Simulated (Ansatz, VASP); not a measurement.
MgSe: VASP beside Ansatz

```
CELL_PARAMETERS angstrom
0.00000 2.69432 2.69432
2.69432 0.00000 2.69432
2.69432 2.69432 0.00000
ATOMIC_POSITIONS crystal
Mg 0.00000 0.00000 0.00000
Se 0.50000 0.50000 0.50000
```

Alike in both runs: task single point; functional PBEsol; k mesh 6 × 6 × 6; occupations gaussian, width 0.1 eV; no spin polarisation.

```csv
,VASP,Ansatz
version,VASP 6.6.1,Ansatz 0.2.0
potentials or method,"VASP PAW PBE potentials, release 64 (Mg, Se), cutoff 600 eV","scalar-relativistic, plane waves, PAW"
valence electrons in the cell,8,26
```

Ansatz gave:

| Property | Result |
| --- | --- |
| gap on the k mesh at the Fermi level (eV) | 1.82 |
| least direct gap on the mesh (eV) | 2.73 |
| pressure (GPa) | 2.4 |

Question: Estimate VASP's values.

Answer: gap on the k mesh at the Fermi level (eV): 1.81; least direct gap on the mesh (eV): 2.73; pressure (GPa): 2.3.

VASP's potentials were made for PBE, not for PBEsol. The functional is the same, so the differences come from potentials, cutoffs and numerics. VASP's potentials hold 8 valence electrons a cell and Ansatz's 26, so a difference there can come from the potentials and not from the codes.
